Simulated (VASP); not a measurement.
A run of VASP 6.6.1 is set up as follows.

The input INCAR:

```
ALGO = Normal
EDIFF = 1E-7
EDIFFG = -0.01
ENCUT = 600
GGA = PE
IBRION = 2
ISIF = 3
ISMEAR = 0
LASPH = True
LCHARG = False
LREAL = False
LWAVE = False
NELM = 60
NSW = 100
PREC = Accurate
SIGMA = 0.02
```

File KPOINTS:

```
k-points
0
Gamma
  12 12 2
```

File POSCAR:

```
Be5ZnSe6
1.0
    3.7236691000      0.0000000000      0.0000000000
   -1.8618346000      3.2247921000      0.0000000000
    0.0000000000      0.0000000000     18.3308759000
Be Zn Se
5 1 6
Direct
    0.3333333000      0.6666667000      0.0044610000
    0.6666667000      0.3333333000      0.8426150000
    0.3333333000      0.6666667000      0.4907930000
    0.6666667000      0.3333333000      0.3285970000
    0.0000000000      0.0000000000      0.1665350000
    0.0000000000      0.0000000000      0.6642040000
    0.3333333000      0.6666667000      0.8822180000
    0.6666667000      0.3333333000      0.7210320000
    0.0000000000      0.0000000000      0.5302940000
    0.3333333000      0.6666667000      0.3684960000
    0.6666667000      0.3333333000      0.2064110000
    0.0000000000      0.0000000000      0.0443440000
```

Potentials or basis: VASP PAW PBE potentials, release 64 (Be, Zn, Se).

Command:

```sh
$ cat potpaw_PBE.64/Be/POTCAR potpaw_PBE.64/Zn/POTCAR potpaw_PBE.64/Se/POTCAR > POTCAR
$ mpirun -np 1 vasp_std > vasp.out
```

(1) Predict the relaxed cell.

(2) What does it give for the relaxed volume?

(3) What does it give for the space group after relaxing (to 0.1 Å)?

(4) Estimate the band gap on the k mesh.

Results:

(1) a = 3.728 Å, b = 3.728 Å, c = 18.347 Å, α = 90.00°, β = 90.00°, γ = 120.00°.

(2) 18.40 Å³/atom.

(3) P3m1 (No. 156).

(4) 2.12 eV (least direct gap 2.79 eV).
